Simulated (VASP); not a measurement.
# Au3C in VASP: notebook

Runs on Au3C. Level: PBE. Tasks: single point.

Program: VASP 6.6.1. These are calculated values, not measurements. Logs are shortened: lines on timing, memory, paths and dates and some standing lists are left out, and cuts for length are marked.

## 1. The cell of the first run

The cell holds a slab with vacuum, 4 atoms: a = 2.940 Å, b = 2.940 Å, c = 21.897 Å, α = 90.00°, β = 90.00°, γ = 120.00°.

## 2. Single point, PBE

Contents of INCAR:

```
PREC = Accurate
ENCUT = 520
EDIFF = 1E-6
ISMEAR = 0
SIGMA = 0.1
LREAL = F
LASPH = T
NELM = 60
ALGO = Normal
ISIF = 2
LWAVE = F
LCHARG = F
LDIPOL = T
IDIPOL = 3
DIPOL = 0.5 0.5 0.348
GGA = PE
NBANDS = 26
```

Contents of KPOINTS:

```
regular mesh
0
Gamma
  9 9 1
```

Contents of POSCAR:

```
Au3C
1.0
    2.9402049748      0.0000000000      0.0000000000
   -1.4701024874      2.5462922005      0.0000000000
    0.0000000000      0.0000000000     21.8974947720
Au C
3 1
Direct
    0.6666666667      0.3333333333      0.1826692981
    0.3333333333      0.6666666667      0.2945190844
    0.0000000000      0.0000000000      0.4063247812
    0.7777777778     -0.7777777778      0.5099896079
```

Potentials or basis: VASP PAW PBE potentials, release 64 (Au, C).

Launch:

```bash
> cat potpaw_PBE.64/Au/POTCAR potpaw_PBE.64/C/POTCAR > POTCAR
> mpirun -np 1 vasp_std > vasp.out
```

OUTCAR:

```text
PREC = Accurate
   ENCUT = 520
   EDIFF = 1E-6
   ISMEAR = 0
   LREAL = F
   LASPH = T
   NELM = 60
   ISIF = 2
   GGA = PE

 ion  position               nearest neighbor table
   1  0.667  0.333  0.183-   2 2.98   2 2.98   2 2.98
   2  0.333  0.667  0.295-   3 2.98   3 2.98   3 2.98   1 2.98   1 2.98   1 2.98
   3  0.000  0.000  0.406-   4 2.54   2 2.98   2 2.98   2 2.98
   4  0.778  0.222  0.510-   3 2.54

  LATTYP: Found a hexagonal cell.
 ALAT       =     2.9402049748
 C/A-ratio  =     7.4476082313

  Lattice vectors:

 A1 = (   2.9402049748,   0.0000000000,   0.0000000000)
 A2 = (  -1.4701024874,   2.5462922005,   0.0000000000)
 A3 = (   0.0000000000,   0.0000000000,  21.8974947720)

Analysis of symmetry for initial positions (statically):
=====================================================================
 Subroutine PRICEL returns:
 Original cell was already a primitive cell.

 Routine SETGRP: Setting up the symmetry group for a
 hexagonal supercell.

 Subroutine GETGRP returns: Found  2 space group operations
 (whereof  2 operations were pure point group operations)
 out of a pool of 24 trial point group operations.

The static configuration has the point symmetry C_1h.

Analysis of symmetry for dynamics (positions and initial velocities):
=====================================================================
 Subroutine PRICEL returns:
 Original cell was already a primitive cell.

 Routine SETGRP: Setting up the symmetry group for a
 hexagonal supercell.

 Subroutine GETGRP returns: Found  2 space group operations
 (whereof  2 operations were pure point group operations)
 out of a pool of 24 trial point group operations.

The dynamic configuration has the point symmetry C_1h.

 Subroutine INISYM returns: Found  2 space group operations
 (whereof  2 operations are pure point group operations),
 and found     1 'primitive' translations

----------------------------------------------------------------------------------------

                                     Primitive cell

  volume of cell :     163.9382

  direct lattice vectors                    reciprocal lattice vectors
     2.940204975  0.000000000  0.000000000     0.340112342  0.196363952  0.000000000
    -1.470102487  2.546292200  0.000000000     0.000000000  0.392727904  0.000000000
     0.000000000  0.000000000 21.897494772     0.000000000  0.000000000  0.045667325

  length of vectors
     2.940204975  2.940204975 21.897494772     0.392727904  0.392727904  0.045667325

  position of ions in fractional coordinates (direct lattice)
     0.666666667  0.333333333  0.182669298
     0.333333333  0.666666667  0.294519084
[... 90 lines left out ...]
   PSTRESS=    0.0 pullay stress
   NELECT =      37.0000    total number of electrons
   NUPDOWN=      -1.0000    fix difference up-down
   EMIN   =  10.00;   EMAX   =-10.00  energy-range for DOS
   EFERMI =   0.00;   METHOD = LEGACY
   ISMEAR =     0;   SIGMA  =   0.10  broadening in eV -4-tet -1-fermi 0-gaus
   EFERMI_NEDOS =   21; number of points for ismear=-14 and -15
   IALGO  =     38    algorithm
   IMIX   =      4    mixing-type and parameters
     AMIX     =   0.40;   BMIX     =  1.00
     AMIX_MAG =   1.60;   BMIX_MAG =  1.00
  volume/ion in A,a.u.               =      40.98       276.58
  Fermi-wavevector in a.u.,A,eV,Ry     =   0.996740  1.883566 13.517266  0.993491
  Thomas-Fermi vector in A             =   2.128849
   LORBIT       =      0    0 simple, 1 ext, 2 COOP (PROOUT), +10 PAW based schemes
   GGA     = PE    functional components
   LHFCALC =     F    Hartree Fock is set to
   AEXX    =    0.0000 exact exchange contribution
   IVDW    =     0    specifies the selected vdW correction
   LEPSILON=     F    determine dielectric tensor
   LRPA    =     F    only Hartree local field effects (RPA)
 non-spin polarized calculation
 Gauss-broadening in eV      SIGMA  =   0.10
  energy-cutoff  :      520.00
  volume of cell :      163.94
 maximum number of plane-waves:      4481
 NGX is ok and might be reduce to    24
   NGX = 11   NGY = 11   NGZ = 81

 dipolmoment           0.000000      0.000000     -0.000027 electrons x Angstroem

 number of electron      36.9999996 magnetization

 dipolmoment           0.000000      0.000000      0.033835 electrons x Angstroem

 Free energy of the ion-electron system (eV)
  ---------------------------------------------------
  ext. energy  EPLUGINS =         0.00000000
  ---------------------------------------------------
  free energy    TOTEN  =       -12.41440810 eV

  energy without entropy =      -12.40781281  energy(sigma->0) =      -12.41111046

 E-fermi :  -0.4863     XC(G=0):  -5.6590

 val. band max:       -0.6006076261   @ k =  -0.2222   0.4444   0.0000
 cond. band min:      -0.4726890132   @ k =   0.4444  -0.0000   0.0000
 fundamental gap:      0.1279186129
 Fermi energy:        -0.4862629896

 k-point     1 :       0.0000    0.0000    0.0000
  band No.  band energies     occupation
      1     -10.9252      2.00000
      2      -8.6890      2.00000
      3      -7.3116      2.00000
      4      -6.9111      2.00000
      5      -4.7775      2.00000
      6      -4.5648      2.00000
[... 685 lines left out ...]
     25       6.0510      0.00000
     26       7.1399      0.00000

 [... further k-points ...]

------------------------ aborting loop because EDIFF is reached ----------------------------------------

 vacuum level on the upper side and lower side of the slab       (xc-potential included)         0.256        -0.541

  FORCE on cell =-STRESS in cart. coord.  units (eV):
  Direction    XX          YY          ZZ          XY          YZ          ZX
  --------------------------------------------------------------------------------------
  -------------------------------------------------------------------------------------
  Total       -4.9140735     -4.5645329     -4.0792662      0.3027110     -0.4122465      0.7140321
  in kB      -48.0255058    -44.6094275    -39.8668895      2.9584106     -4.0289073      6.9782742
  external PRESSURE =     -44.1672743 kB  Pullay stress =       0.0000000 kB

 VOLUME and BASIS-vectors are now :
 -----------------------------------------------------------------------------
  energy-cutoff  :      520.00
  volume of cell :      163.94
      direct lattice vectors                 reciprocal lattice vectors
     2.940204975  0.000000000  0.000000000     0.340112342  0.196363952  0.000000000
    -1.470102487  2.546292200  0.000000000     0.000000000  0.392727904  0.000000000
     0.000000000  0.000000000 21.897494772     0.000000000  0.000000000  0.045667325

 POSITION                                       TOTAL-FORCE (eV/Angst)
 -----------------------------------------------------------------------------------
      1.47010      0.84876      4.00000        -0.004030      0.002327      0.131399
     -0.00000      1.69753      6.44923        -0.021773      0.012571      0.046218
      0.00000      0.00000      8.89749        -0.256456      0.148065      1.268134
      1.96014      0.56584     11.16749         0.282259     -0.162962     -1.445752
 -----------------------------------------------------------------------------------
    total drift:                               -0.000046      0.000027     -0.000097

  FREE ENERGIE OF THE ION-ELECTRON SYSTEM (eV)
  ---------------------------------------------------
  free  energy   TOTEN  =       -12.4144080988 eV

  energy  without entropy=      -12.4078128143  energy(sigma->0) =      -12.41111046

 vacuum level on the upper side and lower side of the slab         5.602         4.780
```

OSZICAR:

```text
N       E                     dE             d eps       ncg     rms          rms(c)
DAV:   1     0.221388849970E+03    0.22139E+03   -0.15987E+04  1300   0.118E+03
DAV:   2    -0.322553664162E+01   -0.22461E+03   -0.21232E+03  1542   0.242E+02
DAV:   3    -0.136434466326E+02   -0.10418E+02   -0.10009E+02  1506   0.485E+01
[... 16 lines left out ...]
DAV:  20    -0.124144012110E+02   -0.31932E-04   -0.36138E-06  1018   0.520E-03    0.242E-03
DAV:  21    -0.124144031180E+02   -0.19071E-05   -0.51038E-07  1014   0.239E-03    0.944E-04
DAV:  22    -0.124144058622E+02   -0.27442E-05   -0.90085E-08   924   0.186E-03    0.567E-04
DAV:  23    -0.124144076155E+02   -0.17533E-05   -0.15332E-07   938   0.180E-03    0.292E-04
DAV:  24    -0.124144080988E+02   -0.48332E-06   -0.43954E-08   912   0.989E-04
   1 F= -.12414408E+02 E0= -.12411110E+02  d E =-.659528E-02
```

It took 2.8 min on 1 thread of Intel Xeon Platinum 8259CL at 2.50GHz (Skylake/Cascade Lake), shared host; peak memory 0.34 GiB.

What came out:

```yaml
Free_energy: -12.4144 eV
Largest_force: 1.482 eV/Å
```

Forces on the atoms (eV/Å):
```
Au  -0.004  0.002  0.131
Au  -0.022  0.013  0.046
Au  -0.256  0.148  1.268
C    0.282 -0.163 -1.446
```

Levels at points of the mesh, in eV from the Fermi level:
| k point | band 16 | band 17 | band 18 | band 19 | band 20 | band 21 | band 22 | band 23 |
| --- | --- | --- | --- | --- | --- | --- | --- | --- |
| (0.00, 0.00, 0.00) | -2.41 | -2.11 | -1.87 | -1.87 | -0.24 | 2.51 | 2.57 | 3.35 |

Caveat: spin-orbit coupling is left out, which moves the levels of the heavy elements.

## 3. Single point, PBE

Contents of INCAR:

```
SYSTEM = Au3C
  ALGO = Normal
  DIPOL = 0.5 0.5 0.359
  EDIFF = 1E-6
  ENCUT = 520
  GGA = PE
  IDIPOL = 3
  ISIF = 2
  ISMEAR = 0
  LASPH = .True.
  LCHARG = .True.
  LDIPOL = .True.
  LELF = .True.
  LREAL = .False.
  LVACPOTAV = .True.
  LVHAR = .True.
  LWAVE = .False.
  NBANDS = 26
  NELM = 100
  PREC = Accurate
  SIGMA = 0.1
```

Contents of KPOINTS:

```
k-points
0
Gamma
  9 9 1
  0 0 0
```

Edit POSCAR of step 2 so:

```diff
@@ -11,2 +11,2 @@
     0.0000000000      0.0000000000      0.4063247812
-    0.7777777778     -0.7777777778      0.5099896079
+    0.7777777778     -0.7777777778      0.5510901999
```

Potentials or basis: VASP PAW PBE potentials, release 64 (Au, C).

Launch:

```bash
> cat potpaw_PBE.64/Au/POTCAR potpaw_PBE.64/C/POTCAR > POTCAR
> mpirun -np 1 vasp_std > vasp.out
```

It took 3 min on 1 thread of Intel Xeon Platinum 8259CL at 2.50GHz (Skylake/Cascade Lake), shared host; peak memory 0.34 GiB.

The run converged. Its results:

```yaml
Free_energy: -11.4968 eV
Largest_force: 0.524 eV/Å
```

Forces in eV/Å, atoms in the order of the input:
```
Au  -0.001  0.001  0.145
Au  -0.003  0.002  0.076
Au  -0.044  0.026  0.300
C    0.048 -0.028 -0.521
```

Levels at points of the mesh, in eV from the Fermi level:
```csv
k point,band 17,band 18,band 19,band 20,band 21,band 22
"(0.00, 0.00, 0.00)",-1.85,-1.78,-1.78,-0.48,1.46,2.66
```

Caveat: spin-orbit coupling is left out, which moves the levels of the heavy elements.
